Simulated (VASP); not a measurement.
Set up this calculation in VASP 6.6.1, as the native input.

```yaml
Task: relaxation of the atoms
Functional: PBEsol
Potentials_or_basis: VASP PAW PBE potentials, release 64 (Mg, Se)
Cutoff: 520 eV
k_mesh: 8 × 8 × 8
Occupations: gaussian, width 0.01 eV
Spin: non-collinear spin, zero start, spin-orbit coupling
Starting_moments: "[[0.0, 0.0, 0.0], [0.0, 0.0, 0.0]] μB"
Dipole_correction: no
Further_INCAR_settings: ALGO = Normal; EDIFF = 1e-07; IBRION = 2; EDIFFG = -0.002; NSW = 50
```

The structure of MgSe lies in POSCAR:

```
MgSe
1.0
    0.0136275000      2.7323137500      2.7323137500
    2.7323137500      0.0136275000      2.7323137500
    2.7323137500      2.7323137500      0.0136275000
Mg Se
1 1
Direct
    0.0000000000      0.0000000000      0.0000000000
    0.5000000000      0.5000000000      0.5000000000
```

This cell differs from its parent crystal: equal xy, yz and zx engineering shears of +0.5 %.

The input as run:

INCAR

```
SYSTEM = MgSe
  ALGO = Normal
  EDIFF = 1E-7
  EDIFFG = -0.002
  ENCUT = 520
  GGA = PS
  GGA_COMPAT = .FALSE.
  IBRION = 2
  ISIF = 2
  ISMEAR = 0
  KPAR = 4
  LASPH = .TRUE.
  LCHARG = .FALSE.
  LNONCOLLINEAR = .TRUE.
  LORBIT = 11
  LORBMOM = .TRUE.
  LREAL = .FALSE.
  LSORBIT = .TRUE.
  LWAVE = .FALSE.
  MAGMOM = 0 0 0 0 0 0
  NELM = 200
  NELMIN = 4
  NSW = 50
  PREC = Accurate
  SIGMA = 0.01
```

KPOINTS

```
k-points
0
G
  8 8 8
  0 0 0
```

Potentials or basis: VASP PAW PBE potentials, release 64 (Mg, Se).

Launch:

```console
$ cat potpaw_PBE.64/Mg/POTCAR potpaw_PBE.64/Se/POTCAR > POTCAR
$ mpirun -np 4 vasp_ncl > vasp.out
```

Results of the run:

```yaml
Pressure_after_relaxing: -0.1 GPa
Net_moment: 0.00 μB per cell
Valence_electrons_inside_the_program's_atomic_spheres: Mg 0.30; Se 3.94
```

Caveat: the cell differs from its parent crystal (equal xy, yz and zx engineering shears of +0.5 %); the PAW data sets were made with another functional, which shifts forces and pressure a little.

Wall time 33 s on 4 MPI ranks on Intel(R) Xeon(R) Platinum 8488C (Sapphire Rapids), on a shared host, peak memory 0.3 GiB a rank.
